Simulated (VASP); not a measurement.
# P in VASP: a series of runs

P is run at these levels: PBE; tasks: single point, relaxation of the atoms.

All numbers are computed with VASP 6.6.1; they aren't measurements. Logs are shortened: lines on timing, memory, paths and dates and some standing lists are left out, and cuts for length are marked.

## 1. The cell of the first run

The cell holds layers a few Å apart, 12 atoms: a = 3.310 Å, b = 4.558 Å, c = 18.409 Å, α = 90.00°, β = 90.00°, γ = 90.00°.

## 2. Single point, PBE

File INCAR:

```
SYSTEM = P
PREC     = Accurate       ! precision mode
ENCUT    = 520            ! plane-wave cutoff, eV
EDIFF    = 1E-6           ! SCF threshold, eV
ISMEAR   = 0              ! smearing method
SIGMA    = 0.05           ! smearing width, eV
LREAL    = .FALSE.        ! projectors in reciprocal space
LASPH    = .TRUE.         ! aspherical terms in the spheres
NELM     = 60             ! most SCF steps
ALGO     = Normal         ! electronic algorithm
ISIF     = 2              ! what is computed and relaxed
LWAVE    = .FALSE.        ! write WAVECAR
LCHARG   = .FALSE.        ! write CHGCAR
GGA      = PE             ! functional
NBANDS   = 42             ! bands
```

File KPOINTS:

```
Automatic mesh
0
G
  10 8 1
  0 0 0
```

File POSCAR:

```
P
1.0
    3.3104324780      0.0000000000      0.0000000000
    0.0000000000      4.5577727481      0.0000000000
    0.0000000000      0.0000000000     18.4086952485
P
12
Direct
    0.5000000000      0.9137202409      0.1358053880
    0.0000000000      0.5862797591      0.1358053880
    0.5000000000      0.0862797591      0.2511454179
    0.0000000000      0.4137202409      0.2511454179
    0.0000000000      0.9137202409      0.4423299850
    0.5000000000      0.5862797591      0.4423299850
    0.0000000000      0.0862797591      0.5576700150
    0.5000000000      0.4137202409      0.5576700150
    0.5000000000      0.9137202409      0.7488545821
    0.0000000000      0.5862797591      0.7488545821
    0.5000000000      0.0862797591      0.8641946120
    0.0000000000      0.4137202409      0.8641946120
```

Potentials or basis: VASP PAW PBE potentials, release 64 (P).

Started as:

```sh
$ cat potpaw_PBE.64/P/POTCAR > POTCAR
$ mpirun -np 1 vasp_std > vasp.out
```

OUTCAR:

```text
SYSTEM = P
   PREC = Accurate
   ENCUT = 520
   EDIFF = 1E-6
   ISMEAR = 0
   LREAL = .FALSE.
   LASPH = .TRUE.
   NELM = 60
   ISIF = 2
   GGA = PE

 ion  position               nearest neighbor table
   1  0.500  0.914  0.136-   2 2.23   2 2.23   3 2.26
   2  0.000  0.586  0.136-   1 2.23   1 2.23   4 2.26
   3  0.500  0.086  0.251-   4 2.23   4 2.23   1 2.26
   4  0.000  0.414  0.251-   3 2.23   3 2.23   2 2.26
   5  0.000  0.914  0.442-   6 2.23   6 2.23   7 2.26
   6  0.500  0.586  0.442-   5 2.23   5 2.23   8 2.26
   7  0.000  0.086  0.558-   8 2.23   8 2.23   5 2.26
   8  0.500  0.414  0.558-   7 2.23   7 2.23   6 2.26
   9  0.500  0.914  0.749-  10 2.23  10 2.23  11 2.26
  10  0.000  0.586  0.749-   9 2.23   9 2.23  12 2.26
  11  0.500  0.086  0.864-  12 2.23  12 2.23   9 2.26
  12  0.000  0.414  0.864-  11 2.23  11 2.23  10 2.26

  LATTYP: Found a simple orthorhombic cell.
 ALAT       =     3.3104324780
 B/A-ratio  =     1.3767907300
 C/A-ratio  =     5.5608127853

  Lattice vectors:

 A1 = (   3.3104324780,   0.0000000000,   0.0000000000)
 A2 = (   0.0000000000,   4.5577727481,   0.0000000000)
 A3 = (   0.0000000000,   0.0000000000,  18.4086952485)

Analysis of symmetry for initial positions (statically):
=====================================================================
 Subroutine PRICEL returns:
 Original cell was already a primitive cell.

 Routine SETGRP: Setting up the symmetry group for a
 simple orthorhombic supercell.

 Subroutine GETGRP returns: Found  8 space group operations
 (whereof  4 operations were pure point group operations)
 out of a pool of  8 trial point group operations.

The static configuration has the point symmetry C_2h.
 The point group associated with its full space group is D_2h.

Analysis of symmetry for dynamics (positions and initial velocities):
=====================================================================
 Subroutine PRICEL returns:
 Original cell was already a primitive cell.

 Routine SETGRP: Setting up the symmetry group for a
 simple orthorhombic supercell.

 Subroutine GETGRP returns: Found  8 space group operations
 (whereof  4 operations were pure point group operations)
 out of a pool of  8 trial point group operations.

The dynamic configuration has the point symmetry C_2h.
 The point group associated with its full space group is D_2h.

 Subroutine INISYM returns: Found  8 space group operations
 (whereof  4 operations are pure point group operations),
 and found     1 'primitive' translations

----------------------------------------------------------------------------------------

                                     Primitive cell

  volume of cell :     277.7541

  direct lattice vectors                    reciprocal lattice vectors
     3.310432478  0.000000000  0.000000000     0.302075335  0.000000000  0.000000000
     0.000000000  4.557772748  0.000000000     0.000000000  0.219405410  0.000000000
     0.000000000  0.000000000 18.408695248     0.000000000  0.000000000  0.054322155

  length of vectors
     3.310432478  4.557772748 18.408695248     0.302075335  0.219405410  0.054322155

  position of ions in fractional coordinates (direct lattice)
     0.500000000  0.913720241  0.135805388
     0.000000000  0.586279759  0.135805388
     0.500000000  0.086279759  0.251145418
     0.000000000  0.413720241  0.251145418
     0.000000000  0.913720241  0.442329985
     0.500000000  0.586279759  0.442329985
     0.000000000  0.086279759  0.557670015
     0.500000000  0.413720241  0.557670015
     0.500000000  0.913720241  0.748854582
     0.000000000  0.586279759  0.748854582
     0.500000000  0.086279759  0.864194612
     0.000000000  0.413720241  0.864194612

  ion indices of the primitive-cell ions
   primitive index   ion index
                 1           1
                 2           2
                 3           3
                 4           4
                 5           5
                 6           6
                 7           7
                 8           8
                 9           9
                10          10
                11          11
                12          12

----------------------------------------------------------------------------------------

 KPOINTS: Automatic mesh

Automatic generation of k-mesh.
 Grid dimensions read from file:
 generate k-points for:   10    8    1

 Generating k-lattice:

  Cartesian coordinates                     Fractional coordinates (reciprocal lattice)
     0.030207534  0.000000000  0.000000000     0.100000000  0.000000000  0.000000000
     0.000000000  0.027425676  0.000000000     0.000000000  0.125000000  0.000000000
     0.000000000  0.000000000  0.054322155     0.000000000  0.000000000  1.000000000

  Length of vectors
     0.030207534  0.027425676  0.054322155

  Shift w.r.t. Gamma in fractional coordinates (k-lattice)
     0.000000000  0.000000000  0.000000000

 Subroutine IBZKPT returns following result:
 ===========================================

 Found     30 irreducible k-points:

 Following reciprocal coordinates:
            Coordinates               Weight
  0.000000  0.000000  0.000000      1.000000
  0.100000  0.000000  0.000000      2.000000
  0.200000  0.000000  0.000000      2.000000
  0.300000  0.000000  0.000000      2.000000
  0.400000  0.000000  0.000000      2.000000
  0.500000  0.000000  0.000000      1.000000
[... 16 lines left out ...]
  0.400000  0.375000  0.000000      4.000000
  0.500000  0.375000  0.000000      2.000000
 [... further k-points ...]
   k-points           NKPTS =     30   k-points in BZ     NKDIM =     30   number of bands    NBANDS=     42
   number of dos      NEDOS =    301   number of ions     NIONS =     12
   total plane-waves  NPLWV = 141120
   dimension x,y,z NGX =    28 NGY =   36 NGZ =  140
   dimension x,y,z NGXF=    56 NGYF=   72 NGZF=  280
   ions per type =              12
   NGX,Y,Z   is equivalent  to a cutoff of  14.06, 13.13, 12.64 a.u.
   NGXF,Y,Z  is equivalent  to a cutoff of  28.12, 26.26, 25.29 a.u.
 SYSTEM =  P
   PREC   = accura    normal or accurate (medium, high low for compatibility)
   ISTART =      0    job   : 0-new  1-cont  2-samecut
   ICHARG =      2    charge: 1-file 2-atom 10-const
   ISPIN  =      1    spin polarized calculation?
   LNONCOLLINEAR =      F non collinear calculations
   LSORBIT =      F    spin-orbit coupling
   LASPH  =      T    aspherical Exc in radial PAW
   ENCUT  =  520.0 eV  38.22 Ry    6.18 a.u.   6.16  8.47 34.23*2*pi/ulx,y,z
   NELM   =     60;   NELMIN=  2; NELMDL= -5     # of ELM steps
   EDIFF  = 0.1E-05   stopping-criterion for ELM
   LREAL  =      F    real-space projection
   EDIFFG = 0.1E-04   stopping-criterion for IOM
   NSW    =      0    number of steps for IOM
[... 5 lines left out ...]
   TEBEG  =    0.0;   TEEND  =   0.0 temperature during run
   PSTRESS=    0.0 pullay stress
   NELECT =      60.0000    total number of electrons
   NUPDOWN=      -1.0000    fix difference up-down
   EMIN   =  10.00;   EMAX   =-10.00  energy-range for DOS
   EFERMI =   0.00;   METHOD = LEGACY
   ISMEAR =     0;   SIGMA  =   0.05  broadening in eV -4-tet -1-fermi 0-gaus
   EFERMI_NEDOS =   21; number of points for ismear=-14 and -15
   IALGO  =     38    algorithm
   IMIX   =      4    mixing-type and parameters
     AMIX     =   0.40;   BMIX     =  1.00
     AMIX_MAG =   1.60;   BMIX_MAG =  1.00
  volume/ion in A,a.u.               =      23.15       156.20
  Fermi-wavevector in a.u.,A,eV,Ry     =   0.982287  1.856253 13.128098  0.964888
  Thomas-Fermi vector in A             =   2.113358
   LORBIT       =      0    0 simple, 1 ext, 2 COOP (PROOUT), +10 PAW based schemes
   GGA     = PE    functional components
   LHFCALC =     F    Hartree Fock is set to
   AEXX    =    0.0000 exact exchange contribution
   IVDW    =     0    specifies the selected vdW correction
   LEPSILON=     F    determine dielectric tensor
   LRPA    =     F    only Hartree local field effects (RPA)
 non-spin polarized calculation
 Gauss-broadening in eV      SIGMA  =   0.05
  energy-cutoff  :      520.00
  volume of cell :      277.75
 maximum number of plane-waves:      7538
 NGX is ok and might be reduce to    28
   NGX = 13   NGY = 17   NGZ = 69

 number of electron      59.9999998 magnetization

 Free energy of the ion-electron system (eV)
  ---------------------------------------------------
  ext. energy  EPLUGINS =         0.00000000
  ---------------------------------------------------
  free energy    TOTEN  =       -64.50130124 eV

  energy without entropy =      -64.50130124  energy(sigma->0) =      -64.50130124

 E-fermi :   4.6370     XC(G=0):  -8.6863

 val. band max:        4.3736680171   @ k =   0.0000   0.0000   0.0000
 cond. band min:       4.8939698045   @ k =   0.0000   0.0000   0.0000
 fundamental gap:      0.5203017874
 Fermi energy:         4.6370262539

 k-point     1 :       0.0000    0.0000    0.0000
  band No.  band energies     occupation
      1     -10.9092      2.00000
      2     -10.8578      2.00000
      3     -10.8332      2.00000
      4      -8.4757      2.00000
      5      -8.3793      2.00000
      6      -8.2976      2.00000
[... 34 lines left out ...]
     41       7.4266      0.00000
     42       7.4448      0.00000

 k-point     2 :       0.1000    0.0000    0.0000
  band No.  band energies     occupation
      1     -10.7908      2.00000
      2     -10.7396      2.00000
      3     -10.7152      2.00000
      4      -8.3522      2.00000
      5      -8.2560      2.00000
      6      -8.1745      2.00000
[... 34 lines left out ...]
     41       7.6281      0.00000
     42       7.6595      0.00000

 k-point     3 :       0.2000    0.0000    0.0000
  band No.  band energies     occupation
      1     -10.4382      2.00000
      2     -10.3876      2.00000
      3     -10.3637      2.00000
      4      -7.9828      2.00000
      5      -7.8872      2.00000
      6      -7.8064      2.00000
[... 34 lines left out ...]
     41       8.1907      0.00000
     42       8.3243      0.00000

 k-point     4 :       0.3000    0.0000    0.0000
  band No.  band energies     occupation
      1      -9.8590      2.00000
      2      -9.8096      2.00000
      3      -9.7868      2.00000
      4      -7.3710      2.00000
      5      -7.2766      2.00000
      6      -7.1970      2.00000
[... 844 lines left out ...]
     41       7.9207      0.00000
     42       8.2457      0.00000

 k-point    23 :       0.4000    0.3750    0.0000
  band No.  band energies     occupation
      1      -8.4988      2.00000
      2      -8.4606      2.00000
      3      -8.4484      2.00000
      4      -7.7279      2.00000
      5      -7.7044      2.00000
      6      -7.7036      2.00000
[... 34 lines left out ...]
     41       7.8363      0.00000
     42       7.8800      0.00000

 k-point    24 :       0.5000    0.3750    0.0000
  band No.  band energies     occupation
      1      -7.7882      2.00000
      2      -7.7882      2.00000
      3      -7.7575      2.00000
      4      -7.7575      2.00000
      5      -7.7528      2.00000
      6      -7.7528      2.00000
[... 34 lines left out ...]
     41       7.5456      0.00000
     42       7.5456      0.00000

 [... further k-points ...]

------------------------ aborting loop because EDIFF is reached ----------------------------------------

  FORCE on cell =-STRESS in cart. coord.  units (eV):
  Direction    XX          YY          ZZ          XY          YZ          ZX
  --------------------------------------------------------------------------------------
  -------------------------------------------------------------------------------------
  Total       -0.4873757     -0.3261536     -0.8451539      0.0000000      0.0000000      0.0000000
  in kB       -2.8113445     -1.8813618     -4.8751276      0.0000000      0.0000000      0.0000000
  external PRESSURE =      -3.1892780 kB  Pullay stress =       0.0000000 kB

 VOLUME and BASIS-vectors are now :
 -----------------------------------------------------------------------------
  energy-cutoff  :      520.00
  volume of cell :      277.75
      direct lattice vectors                 reciprocal lattice vectors
     3.310432478  0.000000000  0.000000000     0.302075335  0.000000000  0.000000000
     0.000000000  4.557772748  0.000000000     0.000000000  0.219405410  0.000000000
     0.000000000  0.000000000 18.408695248     0.000000000  0.000000000  0.054322155

 POSITION                                       TOTAL-FORCE (eV/Angst)
 -----------------------------------------------------------------------------------
      1.65522      4.16453      2.50000        -0.000000     -0.065002      0.051321
      0.00000      2.67213      2.50000         0.000000      0.065002      0.051321
      1.65522      0.39324      4.62326        -0.000000      0.035004     -0.057705
      0.00000      1.88564      4.62326         0.000000     -0.035004     -0.057705
      0.00000      4.16453      8.14272        -0.000000     -0.038331      0.036843
      1.65522      2.67213      8.14272         0.000000      0.038331      0.036843
      0.00000      0.39324     10.26598         0.000000      0.038331     -0.036843
      1.65522      1.88564     10.26598        -0.000000     -0.038331     -0.036843
      1.65522      4.16453     13.78544         0.000000     -0.035004      0.057705
      0.00000      2.67213     13.78544         0.000000      0.035004      0.057705
      1.65522      0.39324     15.90870         0.000000      0.065002     -0.051321
      0.00000      1.88564     15.90870        -0.000000     -0.065002     -0.051321
 -----------------------------------------------------------------------------------
    total drift:                               -0.000000      0.000000      0.000000

  FREE ENERGIE OF THE ION-ELECTRON SYSTEM (eV)
  ---------------------------------------------------
  free  energy   TOTEN  =       -64.5013012444 eV

  energy  without entropy=      -64.5013012444  energy(sigma->0) =      -64.50130124
```

Wall time 6.8 min (1 thread of Intel Xeon 8259CL, shared host); peak memory 0.46 GiB.

Results:

```
Free energy            : -64.5013 eV
Largest force          : 0.083 eV/Å
Band gap on the k mesh : 0.52 eV
```

Forces in eV/Å, atoms in the order of the input:
```
P    0.000 -0.065  0.051
P    0.000  0.065  0.051
P    0.000  0.035 -0.058
P    0.000 -0.035 -0.058
P    0.000 -0.038  0.037
P    0.000  0.038  0.037
P    0.000  0.038 -0.037
P    0.000 -0.038 -0.037
P    0.000 -0.035  0.058
P    0.000  0.035  0.058
P    0.000  0.065 -0.051
P    0.000 -0.065 -0.051
```

## 3. Relaxation of the atoms, PBE

This run uses another cell than the first one.

File INCAR:

```
SYSTEM = P
PREC = Accurate ; ENCUT = 520
EDIFF = 1E-6 ; ISMEAR = 0
SIGMA = 0.05 ; LREAL = .False.
LASPH = .True. ; NELM = 80
ALGO = Normal ; ISIF = 2
LWAVE = .False. ; LCHARG = .False.
LDIPOL = .True. ; IDIPOL = 3
DIPOL = 0.5 0.5 0.500 ; GGA = PE
IBRION = 2 ; NSW = 80
EDIFFG = -0.02 ; KPAR = 2
```

File KPOINTS:

```
Automatic mesh
0
Gamma
  10 8 1
  0 0 0
```

File POSCAR:

```
P
1.0
    3.3104324780      0.0000000000      0.0000000000
    0.0000000000      4.5577727481      0.0000000000
    0.0000000000      0.0000000000     28.4086952485
P
12
Direct
    0.5000000000      0.9137202409      0.2640036768
    0.0000000000      0.5862797591      0.2640036768
    0.5000000000      0.0862797591      0.3387434508
    0.0000000000      0.4137202409      0.3387434508
    0.0000000000      0.9137202409      0.4626301130
    0.5000000000      0.5862797591      0.4626301130
    0.0000000000      0.0862797591      0.5373698870
    0.5000000000      0.4137202409      0.5373698870
    0.5000000000      0.9137202409      0.6612565492
    0.0000000000      0.5862797591      0.6612565492
    0.5000000000      0.0862797591      0.7359963232
    0.0000000000      0.4137202409      0.7359963232
```

Potentials or basis: VASP PAW PBE potentials, release 64 (P).

Started as:

```sh
$ cat potpaw_PBE.64/P/POTCAR > POTCAR
$ mpirun -np 2 vasp_std > vasp.out
```

It took 7 min on 2 MPI ranks of Intel Xeon 6975P-C (Granite Rapids), shared host; peak memory 0.7 GiB.

The run converged. Its results:

- Free energy: -64.4897 eV
- Energy gained by relaxing: 0.2 meV/atom
- Ionic steps: 5
- Band gap on the k mesh: 0.42 eV

Forces in eV/Å, atoms in the order of the input:
```
P    0.000 -0.002 -0.002
P    0.000  0.002 -0.002
P    0.000  0.000  0.001
P    0.000  0.000  0.001
P    0.000 -0.001 -0.001
P    0.000  0.001 -0.001
P    0.000  0.001  0.001
P    0.000 -0.001  0.001
P    0.000  0.000 -0.001
P    0.000  0.000 -0.001
P    0.000  0.002  0.002
P    0.000 -0.002  0.002
```

Step by step:
| step | energy change (eV) | largest force (eV/Å) | pressure (GPa) |
| --- | --- | --- | --- |
| 1 | 0.0000 | 0.0915 | -0.19 |
| 2 | -0.0020 | 0.0270 | -0.07 |
| 3 | -0.0022 | 0.0236 | -0.02 |
| 4 | -0.0022 | 0.0248 | -0.02 |
| 5 | -0.0023 | 0.0024 | -0.01 |

Final structure:
```
P
1.0
     3.31043    0.00000    0.00000
     0.00000    4.55777    0.00000
     0.00000    0.00000   28.40870
P
12
Direct
  0.50000 0.91291 0.26417
  0.00000 0.58709 0.26417
  0.50000 0.08682 0.33857
  0.00000 0.41318 0.33857
  0.00000 0.91322 0.46274
  0.50000 0.58678 0.46274
  0.00000 0.08678 0.53726
  0.50000 0.41322 0.53726
  0.50000 0.91318 0.66143
  0.00000 0.58682 0.66143
  0.50000 0.08709 0.73583
  0.00000 0.41291 0.73583
```

Levels at points of the mesh, in eV from the valence-band top:
| k point | band 27 | band 28 | band 29 | band 30 | band 31 | band 32 | band 33 | band 34 |
| --- | --- | --- | --- | --- | --- | --- | --- | --- |
| (0.00, 0.00, 0.00) | -1.68 | -0.69 | -0.34 | 0.00 | 0.42 | 0.74 | 0.91 | 1.19 |
| (0.50, 0.00, 0.00) | -2.31 | -2.31 | -2.14 | -2.14 | 0.84 | 0.84 | 0.95 | 0.95 |
| (0.00, 0.50, 0.00) | -1.47 | -1.47 | -1.40 | -1.40 | 1.72 | 1.72 | 1.74 | 1.74 |
| (0.50, 0.50, 0.00) | -1.55 | -1.55 | -1.52 | -1.52 | 2.04 | 2.04 | 2.07 | 2.07 |
